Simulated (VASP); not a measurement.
Set up this calculation in VASP 6.6.1, as the native input.

| Quantity | Value |
| --- | --- |
| Task | relaxation of cell and atoms |
| Functional | PBEsol |
| Potentials or basis | VASP PAW PBE potentials, release 64 (Sr_sv) |
| Cutoff | 600 eV |
| k mesh | 12 × 12 × 12 |
| Occupations | gaussian, width 0.1 eV |
| Spin | no spin polarisation |
| Dipole correction | no |
| Further INCAR settings | ALGO = Fast; EDIFF = 1e-06; IBRION = 2; EDIFFG = -0.01; NSW = 100; ISIF = 3 |

The structure of Sr lies in POSCAR:

```
Sr
1.0
    0.0000000000      4.0263327112      4.0263327112
    4.0263327112      0.0000000000      4.0263327112
    4.0263327112      4.0263327112      0.0000000000
Sr
2
Direct
    0.5000000000      0.5000000000      0.5000000000
    0.7500000000      0.7500000000      0.7500000000
```

This isn't the form of Sr at room conditions, which is fcc.

The input as run:

INCAR

```
ALGO = Fast
EDIFF = 1E-6
EDIFFG = -0.01
ENCUT = 600
GGA = PS
IBRION = 2
ISIF = 3
ISMEAR = 0
LASPH = T
LCHARG = F
LREAL = F
LWAVE = F
NELM = 100
NSW = 100
PREC = Accurate
SIGMA = 0.1
```

KPOINTS

```
k-points
0
Gamma
  12 12 12
```

Potentials or basis: VASP PAW PBE potentials, release 64 (Sr_sv).

Command:

```sh
$ cat potpaw_PBE.64/Sr_sv/POTCAR > POTCAR
$ mpirun -np 1 vasp_std > vasp.out
```

It gave:

```yaml
Relaxed_volume: 103.58 Å³/atom
Relaxed_cell: a = 6.642 Å, b = 6.642 Å, c = 6.642 Å, α = 60.00°, β = 60.00°, γ = 60.00°
Space_group_after_relaxing_to_0.1_Å: Fd-3m (No. 227)
Energy_gained_by_relaxing: 172.7 meV/atom
Ionic_steps: 6
Pressure_after_relaxing: 0.0 GPa
Band_gap_on_the_k_mesh: zero (bands 10 and 11 overlap by 0.78 eV)
```

Caveat: the volume moved by over 15 % at a fixed basis, so the end points are rough; the PAW data sets were made with another functional, which shifts forces and pressure a little.

It took 34 min on 1 thread of Intel(R) Xeon(R) 6975P-C (Granite Rapids), with other jobs on the host, peak memory 0.5 GiB.
